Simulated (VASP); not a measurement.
Here is a VASP 6.6.1 calculation.

File INCAR:

```
SYSTEM = NiO2
ALGO = Normal ; EDIFF = 1E-7
ENCUT = 520 ; GGA = PS
ISIF = 2 ; ISMEAR = 0
LASPH = .TRUE. ; LCHARG = .FALSE.
LREAL = .FALSE. ; LWAVE = .FALSE.
NBANDS = 18 ; NELM = 100
PREC = Accurate ; SIGMA = 0.05
```

The input KPOINTS:

```
k-points
0
G
  12 12 6
  0 0 0
```

The input POSCAR:

```
NiO2
1.0
    2.7656549825      0.0000000000      0.0000000000
   -1.3828274913      2.3951274729      0.0000000000
    0.0000000000      0.0000000000      5.0387468126
Ni O
1 2
Direct
    0.0000000000      0.0000000000      0.5000000000
    0.6666666667      0.3333333333      0.7253664501
    0.3333333333      0.6666666667      0.2746335499
```

Potentials or basis: VASP PAW PBE potentials, release 64 (Ni, O).

Launch:

```console
$ cat potpaw_PBE.64/Ni/POTCAR potpaw_PBE.64/O/POTCAR > POTCAR
$ mpirun -np 1 vasp_std > vasp.out
```

Question: What does it give for the pressure?

Answer: -19.5 GPa.

Question: Estimate the largest force.

Answer: 2.930 eV/Å.

Stress tensor (GPa, compression positive):
```
-13.14   0.00   0.00
  0.00 -13.14   0.00
  0.00   0.00 -32.28
```

Caveat: the PAW data sets were made with another functional, which shifts forces and pressure a little. Spin polarisation is off, so any magnetic state and its effect on volume and gap are missing.
